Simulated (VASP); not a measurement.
# Al3W (Pm-3m) in VASP: a series of runs

The runs below take Al3W through relaxation of cell and atoms, single point, with PBE.

Everything below comes from runs of VASP 6.6.1. Logs are shortened: lines on timing, memory, paths and dates and some standing lists are left out, and cuts for length are marked.

## 1. The cell of the first run

It takes space group Pm-3m (No. 221, cubic). Conventional cell: a = 4.300 Å, b = 4.300 Å, c = 4.300 Å, α = 90.00°, β = 90.00°, γ = 90.00°. Within 2.8 Å of Al (site symmetry 4/mmm) lie 2 W at 2.15 Å. W (site symmetry m-3m) has 6 Al at 2.15 Å within 2.8 Å.

The cell was built from a structure type or drawn by symmetry, and may not be a known phase.

## 2. Relaxation of cell and atoms, PBE

File INCAR:

```
SYSTEM = Al3W
ALGO = Normal
EDIFF = 1E-7
EDIFFG = -0.04
ENCUT = 600
GGA = PE
IBRION = 2
ISIF = 3
ISMEAR = 0
LASPH = .TRUE.
LCHARG = .FALSE.
LREAL = .FALSE.
LWAVE = .FALSE.
NELM = 60
NSW = 90
PREC = Accurate
SIGMA = 0.1
```

File KPOINTS:

```
k-points
0
G
  4 4 4
  0 0 0
```

File POSCAR:

```
Al3W
1.0
    4.3000252500      0.0000000000      0.0000000000
    0.0000000000      4.3000252500      0.0000000000
    0.0000000000      0.0000000000      4.3000252500
Al W
3 1
Direct
    0.0000000000      0.0000000000      0.5000000000
    0.0000000000      0.5000000000      0.0000000000
    0.5000000000      0.0000000000      0.0000000000
    0.0000000000      0.0000000000      0.0000000000
```

Potentials or basis: VASP PAW PBE potentials, release 64 (Al, W_sv).

Started as:

```bash
> cat potpaw_PBE.64/Al/POTCAR potpaw_PBE.64/W_sv/POTCAR > POTCAR
> mpirun -np 1 vasp_std > vasp.out
```

OUTCAR:

```text
SYSTEM = Al3W
   EDIFF = 1E-7
   EDIFFG = -0.04
   ENCUT = 600
   GGA = PE
   IBRION = 2
   ISIF = 3
   ISMEAR = 0
   LASPH = .TRUE.
   LREAL = .FALSE.
   NELM = 60
   NSW = 90
   PREC = Accurate

 ion  position               nearest neighbor table
   1  0.000  0.000  0.500-   4 2.15   4 2.15   2 3.04   2 3.04   3 3.04   3 3.04   2 3.04   2 3.04
                             3 3.04   3 3.04
   2  0.000  0.500  0.000-   4 2.15   4 2.15   1 3.04   1 3.04   1 3.04   3 3.04   3 3.04   1 3.04
                             3 3.04   3 3.04
   3  0.500  0.000  0.000-   4 2.15   4 2.15   1 3.04   1 3.04   2 3.04   1 3.04   2 3.04   2 3.04
                             1 3.04   2 3.04
   4  0.000  0.000  0.000-   1 2.15   2 2.15   3 2.15   1 2.15   2 2.15   3 2.15

  LATTYP: Found a simple cubic cell.
 ALAT       =     4.3000252500

  Lattice vectors:

 A1 = (   4.3000252500,   0.0000000000,   0.0000000000)
 A2 = (   0.0000000000,   4.3000252500,   0.0000000000)
 A3 = (   0.0000000000,   0.0000000000,   4.3000252500)

Analysis of symmetry for initial positions (statically):
=====================================================================
 Subroutine PRICEL returns:
 Original cell was already a primitive cell.

 Routine SETGRP: Setting up the symmetry group for a
 simple cubic supercell.

 Subroutine GETGRP returns: Found 48 space group operations
 (whereof 48 operations were pure point group operations)
 out of a pool of 48 trial point group operations.

The static configuration has the point symmetry O_h .

Analysis of symmetry for dynamics (positions and initial velocities):
=====================================================================
 Subroutine PRICEL returns:
 Original cell was already a primitive cell.

 Routine SETGRP: Setting up the symmetry group for a
 simple cubic supercell.

 Subroutine GETGRP returns: Found 48 space group operations
 (whereof 48 operations were pure point group operations)
 out of a pool of 48 trial point group operations.

The dynamic configuration has the point symmetry O_h .

 Subroutine INISYM returns: Found 48 space group operations
 (whereof 48 operations are pure point group operations),
 and found     1 'primitive' translations

----------------------------------------------------------------------------------------

                                     Primitive cell

  volume of cell :      79.5084

  direct lattice vectors                    reciprocal lattice vectors
     4.300025250  0.000000000  0.000000000     0.232556774  0.000000000  0.000000000
     0.000000000  4.300025250  0.000000000     0.000000000  0.232556774  0.000000000
     0.000000000  0.000000000  4.300025250     0.000000000  0.000000000  0.232556774

  length of vectors
     4.300025250  4.300025250  4.300025250     0.232556774  0.232556774  0.232556774

  position of ions in fractional coordinates (direct lattice)
     0.000000000  0.000000000  0.500000000
     0.000000000  0.500000000  0.000000000
     0.500000000  0.000000000  0.000000000
     0.000000000  0.000000000  0.000000000

  ion indices of the primitive-cell ions
   primitive index   ion index
                 1           1
                 2           2
                 3           3
                 4           4

----------------------------------------------------------------------------------------

 KPOINTS: k-points

Automatic generation of k-mesh.
 Grid dimensions read from file:
 generate k-points for:    4    4    4

 Generating k-lattice:

  Cartesian coordinates                     Fractional coordinates (reciprocal lattice)
     0.058139193  0.000000000  0.000000000     0.250000000  0.000000000  0.000000000
     0.000000000  0.058139193  0.000000000     0.000000000  0.250000000  0.000000000
     0.000000000  0.000000000  0.058139193     0.000000000  0.000000000  0.250000000

  Length of vectors
     0.058139193  0.058139193  0.058139193

  Shift w.r.t. Gamma in fractional coordinates (k-lattice)
     0.000000000  0.000000000  0.000000000

 Subroutine IBZKPT returns following result:
 ===========================================

 Found     10 irreducible k-points:

 Following reciprocal coordinates:
            Coordinates               Weight
  0.000000  0.000000  0.000000      1.000000
  0.250000  0.000000  0.000000      6.000000
  0.500000  0.000000  0.000000      3.000000
  0.250000  0.250000  0.000000     12.000000
  0.500000  0.250000  0.000000     12.000000
  0.500000  0.500000  0.000000      3.000000
  0.250000  0.250000  0.250000      8.000000
  0.500000  0.250000  0.250000     12.000000
  0.500000  0.500000  0.250000      6.000000
  0.500000  0.500000  0.500000      1.000000
   k-points           NKPTS =     10   k-points in BZ     NKDIM =     10   number of bands    NBANDS=     15
   number of dos      NEDOS =    301   number of ions     NIONS =      4
   total plane-waves  NPLWV =  46656
   dimension x,y,z NGX =    36 NGY =   36 NGZ =   36
   dimension x,y,z NGXF=    72 NGYF=   72 NGZF=   72
   ions per type =               3   1
   NGX,Y,Z   is equivalent  to a cutoff of  13.92, 13.92, 13.92 a.u.
   NGXF,Y,Z  is equivalent  to a cutoff of  27.84, 27.84, 27.84 a.u.
 SYSTEM =  Al3W
   PREC   = accura    normal or accurate (medium, high low for compatibility)
   ISTART =      0    job   : 0-new  1-cont  2-samecut
   ICHARG =      2    charge: 1-file 2-atom 10-const
   ISPIN  =      1    spin polarized calculation?
   LNONCOLLINEAR =      F non collinear calculations
   LSORBIT =      F    spin-orbit coupling
   LASPH  =      T    aspherical Exc in radial PAW
   ENCUT  =  600.0 eV  44.10 Ry    6.64 a.u.   8.59  8.59  8.59*2*pi/ulx,y,z
   NELM   =     60;   NELMIN=  2; NELMDL= -5     # of ELM steps
   EDIFF  = 0.1E-06   stopping-criterion for ELM
   LREAL  =      F    real-space projection
   EDIFFG = -.4E-01   stopping-criterion for IOM
   NSW    =     90    number of steps for IOM
   IBRION =      2    ionic relax: 0-MD 1-quasi-New 2-CG
   NFREE  =      1    steps in history (QN), initial steepest desc. (CG)
   ISIF   =      3    stress and relaxation
   ISYM   =      2    0-nonsym 1-usesym 2-fastsym
   POTIM  = 0.5000    time-step for ionic-motion
   TEBEG  =    0.0;   TEEND  =   0.0 temperature during run
   PSTRESS=    0.0 pullay stress
   NELECT =      23.0000    total number of electrons
   NUPDOWN=      -1.0000    fix difference up-down
   EMIN   =  10.00;   EMAX   =-10.00  energy-range for DOS
   EFERMI =   0.00;   METHOD = LEGACY
   ISMEAR =     0;   SIGMA  =   0.10  broadening in eV -4-tet -1-fermi 0-gaus
   EFERMI_NEDOS =   21; number of points for ismear=-14 and -15
   IALGO  =     38    algorithm
   IMIX   =      4    mixing-type and parameters
     AMIX     =   0.40;   BMIX     =  1.00
     AMIX_MAG =   1.60;   BMIX_MAG =  1.00
  volume/ion in A,a.u.               =      19.88       134.14
  Fermi-wavevector in a.u.,A,eV,Ry     =   1.082712  2.046030 15.949649  1.172266
  Thomas-Fermi vector in A             =   2.218761
   LORBIT       =      0    0 simple, 1 ext, 2 COOP (PROOUT), +10 PAW based schemes
   GGA     = PE    functional components
   LHFCALC =     F    Hartree Fock is set to
   AEXX    =    0.0000 exact exchange contribution
   IVDW    =     0    specifies the selected vdW correction
   LEPSILON=     F    determine dielectric tensor
   LRPA    =     F    only Hartree local field effects (RPA)
 conjugate gradient relaxation of ions
 non-spin polarized calculation
 Gauss-broadening in eV      SIGMA  =   0.10
  energy-cutoff  :      600.00
  volume of cell :       79.51
 maximum number of plane-waves:      2680
 NGX is ok and might be reduce to    36
   NGX = 17   NGY = 17   NGZ = 17

--------------------------------------- Ionic step        1  -------------------------------------------

 number of electron      22.9999997 magnetization

 Free energy of the ion-electron system (eV)
  ---------------------------------------------------
  ext. energy  EPLUGINS =         0.00000000
  ---------------------------------------------------
  free energy    TOTEN  =       -15.84521948 eV

  energy without entropy =      -15.83017287  energy(sigma->0) =      -15.83769618

 E-fermi :   5.1970     XC(G=0):  -9.5364

 val. band max:        4.7973814526   @ k =   0.5000   0.2500   0.0000
 cond. band min:       5.2263042528   @ k =   0.2500   0.2500   0.2500
 fundamental gap:      0.4289228002
 Fermi energy:         5.1970350754

 k-point     1 :       0.0000    0.0000    0.0000
  band No.  band energies     occupation
      1     -66.0301      2.00000
      2     -30.8105      2.00000
      3     -30.8105      2.00000
      4     -30.8105      2.00000
      5      -3.1366      2.00000
      6       1.3909      2.00000
      7       1.3909      2.00000
      8       4.5640      2.00000
      9       4.5640      2.00000
     10       4.5640      2.00000
     11       5.2664      0.32643
     12       5.2664      0.32643
     13       5.2664      0.32643
     14       9.0640      0.00000
     15      10.0335      0.00000
[... 220 lines left out ...]
 POSITION                                       TOTAL-FORCE (eV/Angst)
 -----------------------------------------------------------------------------------
      0.00000     -0.00000      2.72116        -0.000000      0.000000      0.000000
     -0.00000      2.72116      0.00000         0.000000      0.000000      0.000000
      2.72116      0.00000      0.00000        -0.000000      0.000000      0.000000
      0.00000      0.00000      0.00000         0.000000     -0.000000      0.000000
 -----------------------------------------------------------------------------------
    total drift:                                0.000000     -0.000000     -0.000000

  FREE ENERGIE OF THE ION-ELECTRON SYSTEM (eV)
  ---------------------------------------------------
  free  energy   TOTEN  =       -18.9509921333 eV

  energy  without entropy=      -18.8946335015  energy(sigma->0) =      -18.92281282

--------------------------------------- Ionic step        3  -------------------------------------------

 number of electron      23.0000009 magnetization

 Free energy of the ion-electron system (eV)
  ---------------------------------------------------
  ext. energy  EPLUGINS =         0.00000000
  ---------------------------------------------------
  free energy    TOTEN  =       -20.02412153 eV

  energy without entropy =      -19.98077643  energy(sigma->0) =      -20.00244898

 E-fermi :   1.8914     XC(G=0):  -7.9427

 val. band max:        1.8681222111   @ k =   0.2500   0.2500   0.2500
 cond. band min:       1.8985206591   @ k =   0.5000   0.2500   0.2500
 fundamental gap:      0.0303984480
 Fermi energy:         1.8914288748

 k-point     1 :       0.0000    0.0000    0.0000
  band No.  band energies     occupation
      1     -70.2264      2.00000
      2     -34.5732      2.00000
      3     -34.5732      2.00000
      4     -34.5732      2.00000
      5      -4.7971      2.00000
      6      -1.2842      2.00000
      7      -1.2842      2.00000
      8       1.9421      0.47384
      9       1.9421      0.47384
     10       1.9421      0.47384
     11       2.2053      0.00001
     12       2.2053      0.00001
     13       2.2053      0.00001
     14       5.1494      0.00000
     15       5.9691      0.00000
[... 182 lines left out ...]
 POSITION                                       TOTAL-FORCE (eV/Angst)
 -----------------------------------------------------------------------------------
      0.00000     -0.00000      2.48008        -0.000000      0.000000      0.000000
     -0.00000      2.48008      0.00000         0.000000      0.000000      0.000000
      2.48008      0.00000      0.00000        -0.000000      0.000000      0.000000
      0.00000      0.00000      0.00000         0.000000     -0.000000      0.000000
 -----------------------------------------------------------------------------------
    total drift:                                0.000000     -0.000000     -0.000000

  FREE ENERGIE OF THE ION-ELECTRON SYSTEM (eV)
  ---------------------------------------------------
  free  energy   TOTEN  =       -20.0241215253 eV

  energy  without entropy=      -19.9807764281  energy(sigma->0) =      -20.00244898

 reached required accuracy - stopping structural energy minimisation
```

Run time: 70 s. Hardware: 1 thread of Intel Xeon 8259CL, shared host; peak memory 0.21 GiB.

Results:

- Free energy: -20.0241 eV
- Relaxed volume: 30.51 Å³/atom
- Relaxed cell: a = 4.960 Å, b = 4.960 Å, c = 4.960 Å, α = 90.00°, β = 90.00°, γ = 90.00°
- Space group after relaxing (to 0.1 Å): Pm-3m (No. 221)
- Energy gained by relaxing: 1044.7 meV/atom
- Ionic steps: 3
- Pressure after relaxing: 0.1 GPa
- Band gap on the k mesh: zero (an odd number of electrons rules out a gap without spin polarisation)

The path:
```tsv
step	energy change (eV)	largest force (eV/Å)	pressure (GPa)	volume (Å³)
1	0.0000	0.0000	44.39	79.51
2	-3.1058	0.0000	-7.22	161.20
3	-4.1789	0.0000	0.09	122.04
```

Final structure:
```
Al W
1.0
     4.96015    0.00000    0.00000
     0.00000    4.96015    0.00000
     0.00000    0.00000    4.96015
Al W
3 1
Direct
  0.00000 0.00000 0.50000
  0.00000 0.50000 0.00000
  0.50000 0.00000 0.00000
  0.00000 0.00000 0.00000
```

Levels at points of the mesh, in eV from the Fermi level:
| k point | band 10 | band 11 | band 12 | band 13 | band 14 | band 15 |
| --- | --- | --- | --- | --- | --- | --- |
| (0.00, 0.00, 0.00) | 0.05 | 0.31 | 0.31 | 0.31 | 3.26 | 4.08 |
| (0.50, 0.00, 0.00) | -0.50 | 0.36 | 0.79 | 0.79 | 2.74 | 3.31 |
| (0.50, 0.50, 0.00) | -0.79 | -0.40 | -0.40 | 1.76 | 3.35 | 3.35 |
| (0.50, 0.50, 0.50) | -1.61 | -1.61 | -0.76 | -0.76 | 4.00 | 4.00 |

Caveat: the k points lie up to 0.32 Å⁻¹ apart in the final cell, too coarse for converged energies and pressures of a metal; the volume moved by over 15 % at a fixed basis, so the end points are rough; spin-orbit coupling is left out, which moves the levels of the heavy elements.

## 3. Single point, PBE

This run uses another cell than the first one, of 30.59 Å³/atom.

File INCAR:

```
PREC = Accurate ; ENCUT = 520
EDIFF = 1E-7 ; ISMEAR = 0
SIGMA = 0.1 ; LREAL = False
LASPH = True ; NELM = 60
ALGO = Fast ; ISIF = 2
LWAVE = False ; LCHARG = False
GGA = PE ; NBANDS = 20
```

File KPOINTS:

```
regular mesh
0
Gamma
  10 10 10
```

File POSCAR:

```
Al3W
1.0
    4.9646812025      0.0000000000      0.0000000000
    0.0000000000      4.9646812025      0.0000000000
    0.0000000000      0.0000000000      4.9646812025
Al W
3 1
Direct
    0.0000000000      0.0000000000      0.5000000000
    0.0000000000      0.5000000000      0.0000000000
    0.5000000000      0.0000000000      0.0000000000
    0.0000000000      0.0000000000      0.0000000000
```

Potentials or basis: VASP PAW PBE potentials, release 64 (Al, W_sv).

Started as:

```bash
> cat potpaw_PBE.64/Al/POTCAR potpaw_PBE.64/W_sv/POTCAR > POTCAR
> mpirun -np 1 vasp_std > vasp.out
```

It took 3.7 min on 1 thread of Intel Xeon 8259CL, shared host; peak memory 0.32 GiB.

The run converged. Its results:

| Property | Result |
| --- | --- |
| Free energy | -20.1803 eV |
| Pressure | 0.0 GPa |
| Band gap on the k mesh | zero (an odd number of electrons rules out a gap without spin polarisation) |

Levels at points of the mesh, in eV from the Fermi level:
| k point | band 10 | band 11 | band 12 | band 13 | band 14 | band 15 |
| --- | --- | --- | --- | --- | --- | --- |
| (0.00, 0.00, 0.00) | 0.01 | 0.27 | 0.27 | 0.27 | 3.21 | 4.03 |
| (0.50, 0.00, 0.00) | -0.54 | 0.32 | 0.75 | 0.75 | 2.70 | 3.26 |
| (0.50, 0.50, 0.00) | -0.83 | -0.44 | -0.44 | 1.72 | 3.30 | 3.30 |
| (0.50, 0.50, 0.50) | -1.65 | -1.65 | -0.79 | -0.79 | 3.74 | 3.95 |

Caveat: spin-orbit coupling is left out, which moves the levels of the heavy elements.

(Part 1 of 2 ends here.)
